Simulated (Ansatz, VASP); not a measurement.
## Rh: VASP beside Ansatz

```
CELL_PARAMETERS angstrom
2.23913 0.00000 0.00000
-1.11956 1.93914 0.00000
0.00000 0.00000 2.12135
ATOMIC_POSITIONS crystal
Rh 0.00000 0.00000 0.00000
```

Change from the starting cell: volume scaled by 0.6, LAPW.

Alike in both runs: task single point; functional PBE; k mesh 17 × 17 × 15; occupations fermi-dirac, width 0.1 eV; no spin polarisation.

|  | VASP | Ansatz |
| --- | --- | --- |
| version | VASP 6.6.1 | Ansatz 0.2.0 |
| potentials or method | VASP PAW PBE potentials, release 64 (Rh_pv), cutoff 520 eV | all-electron LAPW, scalar-relativistic |

```csv
,VASP,Ansatz,Ansatz less VASP
pressure (GPa),376.1,371.5,-4.61
"traceless stress, the component that is largest in VASP (GPa)",1.35,-0.28,-1.628
```

Both programs put the cell under a high pressure, so it lies far from rest at this level. Ansatz ran all-electron here, and VASP with PAW potentials.

Noted on VASP's run: the cell as given lies far from equilibrium.
